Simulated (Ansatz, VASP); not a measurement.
## BAs in VASP and in Ansatz

Contents of INCAR:

```
PREC = Accurate
ENCUT = 500
EDIFF = 1E-6
ISMEAR = 0
SIGMA = 0.01
LREAL = False
LASPH = True
NELM = 120
ALGO = Normal
ISIF = 2
LWAVE = False
LCHARG = False
NBANDS = 11
GGA_COMPAT = False
```

File KPOINTS:

```
Automatic mesh
0
Gamma
  6 6 6
```

File POSCAR:

```
BAs
1.0
    0.0000000000      2.3918676038      2.3918676038
    2.3918676038      0.0000000000      2.3918676038
    2.3918676038      2.3918676038      0.0000000000
B As
1 1
Direct
    0.0000000000      0.0000000000      0.0000000000
    0.2500000000      0.2500000000      0.2500000000
```

Input for Ansatz:

```yaml
crystal:
  lattice:
    - [0.0, 2.3918676038, 2.3918676038]
    - [2.3918676038, 0.0, 2.3918676038]
    - [2.3918676038, 2.3918676038, 0.0]
  atoms:
    - { symbol: B, position: [0.0, 0.0, 0.0] }
    - { symbol: As, position: [0.25, 0.25, 0.25] }
kpoints:
  mp_grid: { grid: [6, 6, 6] }
hamiltonian:
  xc: lda
scf:
  occupations: { method: fixed }
  n_extra_bands: 4
output:
  forces: true
  stress: true
  eigenvalues: true
```

Alike in both runs: task single point; functional LDA; k mesh 6 × 6 × 6; no spin polarisation.

|  | VASP | Ansatz |
| --- | --- | --- |
| version | VASP 6.6.1 | Ansatz 0.2.0 |
| potentials or method | VASP PAW LDA potentials, release 64 (B, As) | plane waves |
| plane-wave cutoff (eV) | 500 | 420 |
| occupations | gaussian, width 0.01 eV | fixed |
| valence electrons in the cell | 8 | 18 |

|  | VASP | Ansatz | Ansatz less VASP |
| --- | --- | --- | --- |
| gap on the k mesh at the Fermi level (eV) | 1.22 | 1.23 | +0.007 |
| pressure (GPa) | -3.6 | -4.4 | -0.83 |

LDA's correlation is that of Perdew and Zunger in VASP and of Perdew and Wang (1992) in Ansatz. VASP's potentials hold 8 valence electrons a cell and Ansatz's 18, so a difference there can come from the potentials and not from the codes.
